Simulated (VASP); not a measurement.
A run of VASP 6.6.1 is set up as follows.

POSCAR

```
BP
1.0
    0.0000000000      2.2220104101      2.2220104101
    2.2220104101      0.0000000000      2.2220104101
    2.2220104101      2.2220104101      0.0000000000
B P
1 1
Direct
    0.0000000000      0.0000000000      0.0000000000
    0.2500000000      0.2500000000      0.2500000000
```

Contents of INCAR.step1:

```
  PREC = Accurate
  ENCUT = 520
  ISMEAR = 0
  SIGMA = 0.01
  LREAL = F
  LASPH = T
  NELM = 60
  NBANDS = 11
  GGA = PE
  ALGO = Normal
  EDIFF = 1E-4
  LWAVE = T
  LCHARG = F
```

Contents of INCAR.step2:

```
  PREC = Accurate
  ENCUT = 520
  EDIFF = 1E-6
  ISMEAR = 0
  SIGMA = 0.01
  LREAL = F
  LASPH = T
  NELM = 60
  ALGO = Normal
  ISIF = 2
  LWAVE = F
  LCHARG = F
  METAGGA = R2SCAN
  LMIXTAU = T
  NBANDS = 11
  ISTART = 1
```

The input KPOINTS:

```
Automatic mesh
0
Gamma
  8 8 8
```

Potentials or basis: VASP PAW PBE potentials, release 64 (B, P).

Run with:

```bash
$ cat potpaw_PBE.64/B/POTCAR potpaw_PBE.64/P/POTCAR > POTCAR
$ cp INCAR.step1 INCAR
$ mpirun -np 1 vasp_std > vasp.out
$ cp INCAR.step2 INCAR
$ mpirun -np 1 vasp_std > vasp.out
```

(1) Predict the band gap on the k mesh.

(2) Predict the pressure.

Answers

(1) 1.40 eV, indirect (least direct gap 3.74 eV).

(2) 11.2 GPa.

Caveat: the PAW data sets were made with another functional, which shifts forces and pressure a little.
